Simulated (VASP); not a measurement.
# HgTe in VASP: settings compared

Aim: see how the results for HgTe move with the level of theory and the settings. Levels: PBE, r2SCAN. Tasks: single point.

Program: VASP 6.6.1. These are calculated values, not measurements. Logs are shortened: lines on timing, memory, paths and dates and some standing lists are left out, and cuts for length are marked.

## (1) The cell of the first run

It takes space group F-43m (No. 216, cubic). Conventional cell: a = 6.480 Å, b = 6.480 Å, c = 6.480 Å, α = 90.00°, β = 90.00°, γ = 90.00°. Within 3.7 Å of Hg (site symmetry -43m) lie 4 Te at 2.81 Å. Te (site symmetry -43m) has 4 Hg at 2.81 Å within 3.7 Å.

## (2) Single point, PBE (strain -1.5%)

The input, INCAR:

```
PREC = Accurate
ENCUT = 520
EDIFF = 1E-7
ISMEAR = -1
SIGMA = 0.02
LREAL = F
LASPH = T
NELM = 80
ALGO = Normal
ISIF = 2
LWAVE = F
LCHARG = F
GGA = PE
NBANDS = 16
```

The input, KPOINTS:

```
Automatic mesh
0
Gamma
  6 6 6
```

The input, POSCAR:

```
HgTe
1.0
    0.0000000000      3.2398205205      3.2398205205
    3.2398205205      0.0000000000      3.2398205205
    3.2398205205      3.2398205205      0.0000000000
Hg Te
1 1
Direct
    0.0000000000      0.0000000000      0.0000000000
    0.2500000000      0.2500000000      0.2500000000
```

Potentials or basis: VASP PAW PBE potentials, release 64 (Hg, Te).

Run with:

```sh
cat potpaw_PBE.64/Hg/POTCAR potpaw_PBE.64/Te/POTCAR > POTCAR
mpirun -np 1 vasp_std > vasp.out
```

OUTCAR:

```text
PREC = Accurate
   ENCUT = 520
   EDIFF = 1E-7
   ISMEAR = -1
   LREAL = F
   LASPH = T
   NELM = 80
   ISIF = 2
   GGA = PE

 ion  position               nearest neighbor table
   1  0.000  0.000  0.000-   2 2.81   2 2.81   2 2.81   2 2.81
   2  0.250  0.250  0.250-   1 2.81   1 2.81   1 2.81   1 2.81

  LATTYP: Found a face centered cubic cell.
 ALAT       =     6.4796410410

  Lattice vectors:

 A1 = (   0.0000000000,   3.2398205205,   3.2398205205)
 A2 = (   3.2398205205,   0.0000000000,   3.2398205205)
 A3 = (   3.2398205205,   3.2398205205,   0.0000000000)

Analysis of symmetry for initial positions (statically):
=====================================================================
 Subroutine PRICEL returns:
 Original cell was already a primitive cell.

 Routine SETGRP: Setting up the symmetry group for a
 face centered cubic supercell.

 Subroutine GETGRP returns: Found 24 space group operations
 (whereof 24 operations were pure point group operations)
 out of a pool of 48 trial point group operations.

The static configuration has the point symmetry T_d .

Analysis of symmetry for dynamics (positions and initial velocities):
=====================================================================
 Subroutine PRICEL returns:
 Original cell was already a primitive cell.

 Routine SETGRP: Setting up the symmetry group for a
 face centered cubic supercell.

 Subroutine GETGRP returns: Found 24 space group operations
 (whereof 24 operations were pure point group operations)
 out of a pool of 48 trial point group operations.

The dynamic configuration has the point symmetry T_d .

 Subroutine INISYM returns: Found 24 space group operations
 (whereof 24 operations are pure point group operations),
 and found     1 'primitive' translations

----------------------------------------------------------------------------------------

                                     Primitive cell

  volume of cell :      68.0131

  direct lattice vectors                    reciprocal lattice vectors
     0.000000000  3.239820520  3.239820520    -0.154329537  0.154329537  0.154329537
     3.239820520  0.000000000  3.239820520     0.154329537 -0.154329537  0.154329537
     3.239820520  3.239820520  0.000000000     0.154329537  0.154329537 -0.154329537

  length of vectors
     4.581798120  4.581798120  4.581798120     0.267306599  0.267306599  0.267306599

  position of ions in fractional coordinates (direct lattice)
     0.000000000  0.000000000  0.000000000
     0.250000000  0.250000000  0.250000000

  ion indices of the primitive-cell ions
   primitive index   ion index
                 1           1
                 2           2

----------------------------------------------------------------------------------------

 KPOINTS: Automatic mesh

Automatic generation of k-mesh.
 Grid dimensions read from file:
 generate k-points for:    6    6    6

 Generating k-lattice:

  Cartesian coordinates                     Fractional coordinates (reciprocal lattice)
    -0.025721589  0.025721589  0.025721589     0.166666667  0.000000000  0.000000000
     0.025721589 -0.025721589  0.025721589     0.000000000  0.166666667  0.000000000
     0.025721589  0.025721589 -0.025721589     0.000000000  0.000000000  0.166666667

  Length of vectors
     0.044551100  0.044551100  0.044551100

  Shift w.r.t. Gamma in fractional coordinates (k-lattice)
     0.000000000  0.000000000  0.000000000

 Subroutine IBZKPT returns following result:
 ===========================================

 Found     16 irreducible k-points:

 Following reciprocal coordinates:
            Coordinates               Weight
  0.000000  0.000000  0.000000      1.000000
  0.166667  0.000000  0.000000      8.000000
  0.333333  0.000000  0.000000      8.000000
  0.500000  0.000000  0.000000      4.000000
  0.166667  0.166667  0.000000      6.000000
  0.333333  0.166667  0.000000     24.000000
[... 8 lines left out ...]
 -0.333333  0.333333  0.166667     24.000000
 -0.333333  0.500000  0.166667     12.000000
   k-points           NKPTS =     16   k-points in BZ     NKDIM =     16   number of bands    NBANDS=     16
   number of dos      NEDOS =    301   number of ions     NIONS =      2
   total plane-waves  NPLWV =  46656
   dimension x,y,z NGX =    36 NGY =   36 NGZ =   36
   dimension x,y,z NGXF=    72 NGYF=   72 NGZF=   72
   ions per type =               1   1
   NGX,Y,Z   is equivalent  to a cutoff of  13.06, 13.06, 13.06 a.u.
   NGXF,Y,Z  is equivalent  to a cutoff of  26.12, 26.12, 26.12 a.u.
 SYSTEM =  unknown system
   PREC   = accura    normal or accurate (medium, high low for compatibility)
   ISTART =      0    job   : 0-new  1-cont  2-samecut
   ICHARG =      2    charge: 1-file 2-atom 10-const
   ISPIN  =      1    spin polarized calculation?
   LNONCOLLINEAR =      F non collinear calculations
   LSORBIT =      F    spin-orbit coupling
   LASPH  =      T    aspherical Exc in radial PAW
   ENCUT  =  520.0 eV  38.22 Ry    6.18 a.u.   8.52  8.52  8.52*2*pi/ulx,y,z
   NELM   =     80;   NELMIN=  2; NELMDL= -5     # of ELM steps
   EDIFF  = 0.1E-06   stopping-criterion for ELM
   LREAL  =      F    real-space projection
   EDIFFG = 0.1E-05   stopping-criterion for IOM
   NSW    =      0    number of steps for IOM
   IBRION =     -1    ionic relax: 0-MD 1-quasi-New 2-CG
   NFREE  =      0    steps in history (QN), initial steepest desc. (CG)
   ISIF   =      2    stress and relaxation
   ISYM   =      2    0-nonsym 1-usesym 2-fastsym
   POTIM  = 0.5000    time-step for ionic-motion
   TEBEG  =    0.0;   TEEND  =   0.0 temperature during run
   PSTRESS=    0.0 pullay stress
   NELECT =      18.0000    total number of electrons
   NUPDOWN=      -1.0000    fix difference up-down
   EMIN   =  10.00;   EMAX   =-10.00  energy-range for DOS
   EFERMI =   0.00;   METHOD = LEGACY
   ISMEAR =    -1;   SIGMA  =   0.02  broadening in eV -4-tet -1-fermi 0-gaus
   EFERMI_NEDOS =   21; number of points for ismear=-14 and -15
   IALGO  =     38    algorithm
   IMIX   =      4    mixing-type and parameters
     AMIX     =   0.40;   BMIX     =  1.00
     AMIX_MAG =   1.60;   BMIX_MAG =  1.00
  volume/ion in A,a.u.               =      34.01       229.49
  Fermi-wavevector in a.u.,A,eV,Ry     =   1.051077  1.986248 15.031224  1.104764
  Thomas-Fermi vector in A             =   2.186106
   LORBIT       =      0    0 simple, 1 ext, 2 COOP (PROOUT), +10 PAW based schemes
   GGA     = PE    functional components
   LHFCALC =     F    Hartree Fock is set to
   AEXX    =    0.0000 exact exchange contribution
   IVDW    =     0    specifies the selected vdW correction
   LEPSILON=     F    determine dielectric tensor
   LRPA    =     F    only Hartree local field effects (RPA)
 non-spin polarized calculation
  energy-cutoff  :      520.00
  volume of cell :       68.01
 maximum number of plane-waves:      1853
 NGX is ok and might be reduce to    36
   NGX = 17   NGY = 17   NGZ = 17

 number of electron      18.0000002 magnetization

 Free energy of the ion-electron system (eV)
  ---------------------------------------------------
  ext. energy  EPLUGINS =         0.00000000
  ---------------------------------------------------
  free energy    TOTEN  =        -3.58406486 eV

  energy without entropy =       -3.58371122  energy(sigma->0) =       -3.58388804

 E-fermi :   3.0393     XC(G=0):  -8.7077

 val. band max:        3.0254328619   @ k =   0.0000   0.0000   0.0000
 cond. band min:       3.7291085593   @ k =   0.5000   0.0000   0.0000
 fundamental gap:      0.7036756974
 Fermi energy:         3.0392959452

 k-point     1 :       0.0000    0.0000    0.0000
  band No.  band energies     occupation
      1      -8.9083      2.00000
      2      -4.2911      2.00000
      3      -4.2911      2.00000
      4      -4.2911      2.00000
      5      -3.7707      2.00000
      6      -3.7707      2.00000
[... 8 lines left out ...]
     15      12.5653      0.00000
     16      12.5653      0.00000

 k-point     2 :       0.1667    0.0000    0.0000
  band No.  band energies     occupation
      1      -8.7774      2.00000
      2      -4.2556      2.00000
      3      -4.2556      2.00000
      4      -4.2343      2.00000
      5      -3.7735      2.00000
      6      -3.7735      2.00000
[... 8 lines left out ...]
     15      11.5911      0.00000
     16      11.5911      0.00000

 k-point     3 :       0.3333    0.0000    0.0000
  band No.  band energies     occupation
      1      -8.4963      2.00000
      2      -4.1939      2.00000
      3      -4.1939      2.00000
      4      -3.9459      2.00000
      5      -3.7644      2.00000
      6      -3.7644      2.00000
[... 8 lines left out ...]
     15      11.8989      0.00000
     16      11.8989      0.00000

 k-point     4 :       0.5000    0.0000    0.0000
  band No.  band energies     occupation
      1      -8.3455      2.00000
      2      -4.1700      2.00000
      3      -4.1700      2.00000
      4      -3.7501      2.00000
      5      -3.7501      2.00000
      6      -3.4692      2.00000
[... 8 lines left out ...]
     15      13.0631      0.00000
     16      13.0631      0.00000

 k-point     5 :       0.1667    0.1667    0.0000
  band No.  band energies     occupation
      1      -8.7332      2.00000
      2      -4.2662      2.00000
      3      -4.2191      2.00000
      4      -4.2191      2.00000
      5      -3.7937      2.00000
      6      -3.7555      2.00000
[... 8 lines left out ...]
     15      11.5064      0.00000
     16      12.7021      0.00000

 k-point     6 :       0.3333    0.1667    0.0000
  band No.  band energies     occupation
      1      -8.4993      2.00000
      2      -4.1990      2.00000
      3      -4.1474      2.00000
      4      -4.0640      2.00000
      5      -3.7776      2.00000
      6      -3.7433      2.00000
[... 8 lines left out ...]
     15      12.4177      0.00000
     16      12.7176      0.00000

 k-point     7 :       0.5000    0.1667    0.0000
  band No.  band energies     occupation
      1      -8.2990      2.00000
      2      -4.1533      2.00000
      3      -4.1170      2.00000
      4      -3.8218      2.00000
      5      -3.7452      2.00000
      6      -3.5002      2.00000
[... 8 lines left out ...]
     15      12.6765      0.00000
     16      13.1817      0.00000

 k-point     8 :      -0.3333    0.1667    0.0000
  band No.  band energies     occupation
      1      -8.3499      2.00000
      2      -4.1498      2.00000
      3      -4.1452      2.00000
      4      -3.8126      2.00000
      5      -3.7780      2.00000
      6      -3.6545      2.00000
[... 8 lines left out ...]
     15      11.8832      0.00000
     16      13.1408      0.00000

 k-point     9 :      -0.1667    0.1667    0.0000
  band No.  band energies     occupation
      1      -8.5942      2.00000
      2      -4.2144      2.00000
      3      -4.1924      2.00000
      4      -4.1206      2.00000
      5      -3.7914      2.00000
      6      -3.7502      2.00000
[... 8 lines left out ...]
     15      11.9325      0.00000
     16      12.2016      0.00000

 k-point    10 :       0.3333    0.3333    0.0000
  band No.  band energies     occupation
      1      -8.3536      2.00000
      2      -4.1531      2.00000
      3      -4.0533      2.00000
      4      -4.0533      2.00000
      5      -3.7271      2.00000
      6      -3.7248      2.00000
[... 8 lines left out ...]
     15      13.0566      0.00000
     16      14.6320      0.00000

 k-point    11 :       0.5000    0.3333    0.0000
  band No.  band energies     occupation
      1      -8.2005      2.00000
      2      -4.1093      2.00000
      3      -4.0084      2.00000
      4      -3.9445      2.00000
      5      -3.7270      2.00000
      6      -3.4354      2.00000
[... 8 lines left out ...]
     15      13.4152      0.00000
     16      14.3461      0.00000

 k-point    12 :      -0.3333    0.3333    0.0000
  band No.  band energies     occupation
      1      -8.2000      2.00000
      2      -4.1132      2.00000
      3      -4.0509      2.00000
      4      -3.8290      2.00000
      5      -3.7626      2.00000
      6      -3.3341      2.00000
[... 8 lines left out ...]
     15      12.0698      0.00000
     16      14.8082      0.00000

 k-point    13 :       0.5000    0.5000    0.0000
  band No.  band energies     occupation
      1      -8.1483      2.00000
      2      -4.1124      2.00000
      3      -3.9560      2.00000
      4      -3.9560      2.00000
      5      -3.7094      2.00000
      6      -3.3235      2.00000
[... 8 lines left out ...]
     15      13.3042      0.00000
     16      14.4576      0.00000

 k-point    14 :       0.5000    0.3333    0.1667
  band No.  band energies     occupation
      1      -8.3022      2.00000
      2      -4.1234      2.00000
      3      -4.0960      2.00000
      4      -3.9191      2.00000
      5      -3.7472      2.00000
      6      -3.6246      2.00000
[... 8 lines left out ...]
     15      13.2562      0.00000
     16      14.1096      0.00000

 k-point    15 :      -0.3333    0.3333    0.1667
  band No.  band energies     occupation
      1      -8.2000      2.00000
      2      -4.0996      2.00000
      3      -4.0647      2.00000
      4      -3.8192      2.00000
      5      -3.7803      2.00000
      6      -3.3128      2.00000
[... 8 lines left out ...]
     15      13.3634      0.00000
     16      14.0153      0.00000

 k-point    16 :      -0.3333    0.5000    0.1667
  band No.  band energies     occupation
      1      -8.1493      2.00000
      2      -4.0790      2.00000
      3      -4.0110      2.00000
      4      -3.8880      2.00000
      5      -3.7536      2.00000
      6      -3.2018      2.00000
[... 8 lines left out ...]
     15      13.8765      0.00000
     16      14.1562      0.00000

------------------------ aborting loop because EDIFF is reached ----------------------------------------

  FORCE on cell =-STRESS in cart. coord.  units (eV):
  Direction    XX          YY          ZZ          XY          YZ          ZX
  --------------------------------------------------------------------------------------
  -------------------------------------------------------------------------------------
  Total        1.4499001      1.4499001      1.4499001     -0.0000000      0.0000000      0.0000000
  in kB       34.1551193     34.1551193     34.1551193     -0.0000000      0.0000000      0.0000000
  external PRESSURE =      34.1551193 kB  Pullay stress =       0.0000000 kB

 VOLUME and BASIS-vectors are now :
 -----------------------------------------------------------------------------
  energy-cutoff  :      520.00
  volume of cell :       68.01
      direct lattice vectors                 reciprocal lattice vectors
     0.000000000  3.239820520  3.239820520    -0.154329537  0.154329537  0.154329537
     3.239820520  0.000000000  3.239820520     0.154329537 -0.154329537  0.154329537
     3.239820520  3.239820520  0.000000000     0.154329537  0.154329537 -0.154329537

 POSITION                                       TOTAL-FORCE (eV/Angst)
 -----------------------------------------------------------------------------------
      0.00000      0.00000      0.00000        -0.000000     -0.000000     -0.000000
      1.61991      1.61991      1.61991         0.000000      0.000000      0.000000
 -----------------------------------------------------------------------------------
    total drift:                               -0.000000     -0.000000     -0.000000

  FREE ENERGIE OF THE ION-ELECTRON SYSTEM (eV)
  ---------------------------------------------------
  free  energy   TOTEN  =        -3.5840648555 eV

  energy  without entropy=       -3.5837112223  energy(sigma->0) =       -3.58388804
```

Wall time 15 s (1 thread of Intel Xeon Platinum 8488C (Sapphire Rapids), shared host); peak memory 0.2 GiB.

Results:

| Item | Value |
| --- | --- |
| Free energy | -3.5841 eV |
| Pressure | 3.4 GPa |
| Band gap on the k mesh | zero (filled and empty bands touch) |

Caveat: the cell differs from its parent crystal (strain -1.5%); spin-orbit coupling is left out, which moves the levels of the heavy elements.

## (3) Single point, PBE

This run uses another cell than the first one, of 35.58 Å³/atom, 1.046 times its volume.

The input, INCAR:

```
SYSTEM = HgTe
PREC     = Accurate       ! precision mode
ENCUT    = 520            ! plane-wave cutoff, eV
EDIFF    = 1E-6           ! SCF threshold, eV
ISMEAR   = -1             ! smearing method
SIGMA    = 0.02           ! smearing width, eV
LREAL    = .False.        ! projectors in reciprocal space
LASPH    = .True.         ! aspherical terms in the spheres
NELM     = 60             ! most SCF steps
ALGO     = Normal         ! electronic algorithm
ISIF     = 2              ! what is computed and relaxed
LWAVE    = .False.        ! write WAVECAR
LCHARG   = .True.         ! write CHGCAR
GGA      = PE             ! functional
LELF     = .True.         ! ELF
LVHAR    = .True.       
NBANDS   = 16             ! bands
```

The input, KPOINTS:

```
Automatic mesh
0
Gamma
  6 6 6
  0 0 0
```

The input, POSCAR:

```
HgTe
1.0
    0.0000000000      3.2891578888      3.2891578888
    3.2891578888      0.0000000000      3.2891578888
    3.2891578888      3.2891578888      0.0000000000
Hg Te
1 1
Direct
    0.0000000000      0.0000000000      0.0000000000
    0.2500000000      0.2500000000      0.2500000000
```

Potentials or basis: VASP PAW PBE potentials, release 64 (Hg, Te).

Run with:

```sh
cat potpaw_PBE.64/Hg/POTCAR potpaw_PBE.64/Te/POTCAR > POTCAR
mpirun -np 1 vasp_std > vasp.out
```

Run time: 15 s. Hardware: 1 thread of Intel Xeon Platinum 8488C (Sapphire Rapids), shared host; peak memory 0.21 GiB.

Results (log left out):

* Free energy: -3.6306 eV
* Pressure: 1.3 GPa
* Band gap on the k mesh: zero (filled and empty bands touch)

Levels at points of the mesh, in eV from the Fermi level:
```tsv
k point	band 7	band 8	band 9	band 10	band 11	band 12
(0.00, 0.00, 0.00)	-0.87	-0.01	-0.01	-0.01	4.30	4.30
(0.50, 0.00, 0.00)	-5.17	-0.90	-0.90	0.69	5.07	5.07
(0.50, 0.50, 0.00)	-5.17	-2.07	-2.07	1.90	2.61	8.02
```

Caveat: spin-orbit coupling is left out, which moves the levels of the heavy elements.

## (4) Single point, r2SCAN (strain -1.5%)

The input, POSCAR:

```
HgTe
1.0
    0.0000000000      3.2398205205      3.2398205205
    3.2398205205      0.0000000000      3.2398205205
    3.2398205205      3.2398205205      0.0000000000
Hg Te
1 1
Direct
    0.0000000000      0.0000000000      0.0000000000
    0.2500000000      0.2500000000      0.2500000000
```

The input, INCAR.step1:

```
SYSTEM = HgTe
PREC = Accurate
ENCUT = 520
ISMEAR = -1
SIGMA = 0.02
LREAL = .False.
LASPH = .True.
NELM = 60
NBANDS = 16
GGA = PE
ALGO = Normal
EDIFF = 1E-4
LWAVE = .True.
LCHARG = .False.
```

The input, INCAR.step2:

```
SYSTEM = HgTe
PREC = Accurate
ENCUT = 520
EDIFF = 1E-7
ISMEAR = -1
SIGMA = 0.02
LREAL = .False.
LASPH = .True.
NELM = 60
ALGO = Normal
ISIF = 2
LWAVE = .False.
LCHARG = .False.
METAGGA = R2SCAN
LMIXTAU = .True.
NBANDS = 16
ISTART = 1
```

KPOINTS is that of step 3.

Run with:

```sh
cat potpaw_PBE.64/Hg/POTCAR potpaw_PBE.64/Te/POTCAR > POTCAR
cp INCAR.step1 INCAR
mpirun -np 1 vasp_std > vasp.out
cp INCAR.step2 INCAR
mpirun -np 1 vasp_std > vasp.out
```

It took 56 s on 1 thread of Intel Xeon Platinum 8488C (Sapphire Rapids), shared host; peak memory 0.22 GiB.

Results (log left out):

| Quantity | Value |
| --- | --- |
| Free energy | -75.1340 eV |
| Pressure | 2.1 GPa |
| Band gap on the k mesh | zero (filled and empty bands touch) |

Levels at points of the mesh, in eV from the Fermi level:
```tsv
k point	band 7	band 8	band 9	band 10	band 11	band 12
(0.00, 0.00, 0.00)	-0.45	-0.01	-0.01	-0.01	4.56	4.56
(0.50, 0.00, 0.00)	-5.62	-1.02	-1.02	0.94	5.36	5.36
(0.50, 0.50, 0.00)	-5.56	-2.34	-2.34	2.07	2.74	8.67
```

Caveat: the cell differs from its parent crystal (strain -1.5%); the PAW data sets were made with another functional, which shifts forces and pressure a little; spin-orbit coupling is left out, which moves the levels of the heavy elements.

(Continued in part 2 of 2.)
